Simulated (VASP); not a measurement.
Here is a VASP 6.6.1 calculation.

The input INCAR:

```
SYSTEM = Mo
  ALGO = Normal
  EDIFF = 1E-6
  ENCUT = 520
  ISIF = 2
  ISMEAR = -1
  LASPH = .True.
  LCHARG = .False.
  LREAL = .False.
  LWAVE = .False.
  NBANDS = 13
  NELM = 80
  PREC = Accurate
  SIGMA = 0.1
```

KPOINTS

```
k-points
0
Gamma
  19 19 19
  0 0 0
```

The input POSCAR:

```
Mo
1.0
   -1.3943026352      1.3943026352      1.3943026352
    1.3943026352     -1.3943026352      1.3943026352
    1.3943026352      1.3943026352     -1.3943026352
Mo
1
Direct
    0.0000000000      0.0000000000      0.0000000000
```

Potentials or basis: VASP PAW LDA potentials, release 64 (Mo_sv).

Command:

```bash
$ cat potpaw_LDA.64/Mo_sv/POTCAR > POTCAR
$ mpirun -np 1 vasp_std > vasp.out
```

Problem. What does it give for the band gap on the k mesh?

Solution. Zero (band 7 reaches 25.55 eV, above the bottom of band 8 at 17.01 eV).

Problem. Predict the pressure.

Solution. 188.3 GPa.
